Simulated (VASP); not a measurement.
The system is HgTe.

```
Hg Te
1.0
     0.00000    3.21450    3.21450
     3.21450    0.00000    3.21450
     3.21450    3.21450    0.00000
Hg Te
1 1
Cartesian
  0.0000 0.0000 0.0000
  4.8217 4.8217 4.8217
```

| Property | Result |
| --- | --- |
| Program | VASP 6.6.1 |
| Task | relaxation of cell and atoms |
| Functional | r2SCAN |
| Dispersion | D3(BJ) |
| Potentials or basis | VASP PAW PBE potentials, release 64 (Hg, Te) |
| Cutoff | 600 eV |
| k mesh | 7 × 7 × 7 |
| Occupations | fermi-dirac, width 0.05 eV |
| Spin | no spin polarisation |

At the start: pressure 2.4 GPa; volume 33.22 Å³/atom.

Task: How do energy, volume and symmetry change on relaxing?

Result: Over 3 steps the energy falls by 12.3 meV/atom and the volume is 34.92 Å³/atom (+5.1 %); space group F-43m (No. 216, to 0.1 Å) before and after.

Step by step:
```tsv
step	energy change (eV)	largest force (eV/Å)	pressure (GPa)	volume (Å³)
1	0.0000	0.0000	2.43	66.43
2	-0.0202	0.0000	-0.89	71.39
3	-0.0245	0.0000	0.01	69.83
```

Final structure:
```cif
data_structure
_symmetry_space_group_name_H-M 'P 1'
_symmetry_Int_Tables_number 1
_cell_length_a 4.6223
_cell_length_b 4.6223
_cell_length_c 4.6223
_cell_angle_alpha 60.000
_cell_angle_beta 60.000
_cell_angle_gamma 60.000
_cell_volume 69.83
loop_
_atom_site_label
_atom_site_type_symbol
_atom_site_fract_x
_atom_site_fract_y
_atom_site_fract_z
_atom_site_occupancy
Hg1 Hg 0.00000 0.00000 0.00000 1
Te1 Te 0.75000 0.75000 0.75000 1
```

Caveat: the PAW data sets were made with another functional, which shifts forces and pressure a little.
